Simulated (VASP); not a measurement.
A run of VASP 6.6.1 is set up as follows.

File INCAR:

```
  PREC = Accurate
  ENCUT = 520
  EDIFF = 1E-6
  ISMEAR = -1
  SIGMA = 0.05
  LREAL = False
  LASPH = True
  NELM = 100
  ALGO = Normal
  ISIF = 2
  LWAVE = False
  LCHARG = False
  GGA = PS
  NBANDS = 18
```

File KPOINTS:

```
Automatic mesh
0
Gamma
  13 13 13
```

File POSCAR:

```
ZnAu
1.0
    3.1044677592      0.0000000000      0.0000000000
    0.0000000000      3.1044677592      0.0000000000
    0.0000000000      0.0000000000      3.1044677592
Zn Au
1 1
Direct
    0.5000000000      0.5000000000      0.5000000000
    0.0000000000      0.0000000000      0.0000000000
```

Potentials or basis: VASP PAW PBE potentials, release 64 (Zn, Au).

Launch:

```sh
$ cat potpaw_PBE.64/Zn/POTCAR potpaw_PBE.64/Au/POTCAR > POTCAR
$ mpirun -np 1 vasp_std > vasp.out
```

(1) Estimate the pressure.

(2) Predict the band gap on the k mesh.

Answers

(1) 3.7 GPa.

(2) zero (an odd number of electrons rules out a gap without spin polarisation).

Caveat: the cell stands under pressure; the PAW data sets were made with another functional, which shifts forces and pressure a little; spin-orbit coupling is left out, which moves the levels of the heavy elements.
